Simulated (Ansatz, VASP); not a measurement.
**Two plane-wave programs on MoI**

```
Mo I
1.0
     0.00000    3.17885    3.17885
     3.17885    0.00000    3.17885
     3.17885    3.17885    0.00000
Mo I
1 1
Direct
  0.00000 0.00000 0.00000
  0.75000 0.75000 0.75000
```

Alike in both runs: task relaxation of cell and atoms; functional PBE; k mesh 7 × 7 × 7; occupations fermi-dirac, width 0.05 eV; no spin polarisation; Hubbard terms Mo d U = 3 eV.

|  | VASP | Ansatz |
| --- | --- | --- |
| version | VASP 6.6.1 | Ansatz 0.2.0 |
| potentials or method | VASP PAW PBE potentials, release 64 (Mo_sv, I) | Ansatz PAW |
| plane-wave cutoff (eV) | 600 | 420 |
| valence electrons in the cell | 21 | 31 |

```tsv
	VASP	Ansatz	Ansatz less VASP
gap on the k mesh at the Fermi level, each at its own relaxed structure (eV)	none	none	-
relaxed volume (Å³/atom)	29.70	29.73	+0.032
relaxed cell length with the largest relative difference (Å)	4.380	4.381	+0.0016
```

The programs project onto different local orbitals, so the same U acts differently, and such runs can settle in different states. A gap of «none» marks a metal or a gap that the smearing closes. VASP's potentials hold 21 valence electrons a cell and Ansatz's 31, so a difference there can come from the potentials and not from the codes.

Spin-orbit coupling is off throughout. Noted on Ansatz's run: the plane-wave basis is chosen anew once the cell has moved, so the energies of steps on either side of that aren't comparable.
